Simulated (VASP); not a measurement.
Crystal: SrO.

```
CELL_PARAMETERS angstrom
0.00000 2.56630 2.56630
2.56630 0.00000 2.56630
2.56630 2.56630 0.00000
ATOMIC_POSITIONS crystal
Sr 0.50000 0.50000 0.50000
O 0.00000 0.00000 0.00000
```

Base run:

| Item | Value |
| --- | --- |
| Program | VASP 6.6.1 |
| Functional | RPBE |
| Potentials or basis | VASP PAW PBE potentials, release 64 (Sr_sv, O) |
| Cutoff | 520 eV |
| k mesh | 6 × 6 × 6 |
| Occupations | gaussian, width 0.01 eV |
| Spin | no spin polarisation |

Its results: band gap on the k mesh 3.38 eV, indirect (least direct gap 3.46 eV); pressure 7.0 GPa.

Task: The run is repeated on the same cell with these changes: k mesh from 6 × 6 × 6 to 3 × 3 × 3. What comes out?

Result: Band gap on the k mesh 3.86 eV, indirect (least direct gap 3.99 eV); pressure 7.2 GPa.

Caveats: some runs use coarse meshes; the PAW data sets were made with another functional, which shifts forces and pressure a little.

A k mesh can miss the band edges.
